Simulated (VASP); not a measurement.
# Ce: single point with PBEsol

Ce:

```
CELL_PARAMETERS angstrom
0.00000 2.58060 2.58060
2.58060 0.00000 2.58060
2.58060 2.58060 0.00000
ATOMIC_POSITIONS crystal
Ce 0.00000 0.00000 0.00000
```

```
Program             : VASP 6.6.1
Task                : single point
Functional          : PBEsol
Potentials or basis : VASP PAW PBE potentials, release 64 (Ce)
Cutoff              : 520 eV
k mesh              : 9 × 9 × 9
Occupations         : fermi-dirac, width 0.05 eV
Spin                : collinear spin, ferromagnetic start
Starting moments    : [1.01] μB
```

The pressure is -7.8 GPa and the net moment is 0.73 μB per cell. The site moments are Ce +0.61 μB. The valence electrons inside the program's atomic spheres are Ce 9.63.

Levels at points of the mesh, in eV from the Fermi level:
Spin up:
| k point | band 4 | band 5 | band 6 | band 7 | band 8 | band 9 |
| --- | --- | --- | --- | --- | --- | --- |
| (0.00, 0.00, 0.00) | -16.79 | -3.41 | -0.22 | 0.13 | 0.13 | 0.13 |
Spin down:
```csv
k point,band 4,band 5,band 6,band 7,band 8,band 9
"(0.00, 0.00, 0.00)",-16.54,-3.21,0.24,0.55,0.55,0.55
```

It took 4.7 min on 1 thread of AMD EPYC 7R13, with other jobs on the host, peak memory 0.17 GiB.

Caveat: the magnetic or orbital state may not be the lowest; the PAW data sets were made with another functional, which shifts forces and pressure a little; spin-orbit coupling is left out, which moves the levels of the heavy elements. The state reached can hang on the start; a lower one may exist.
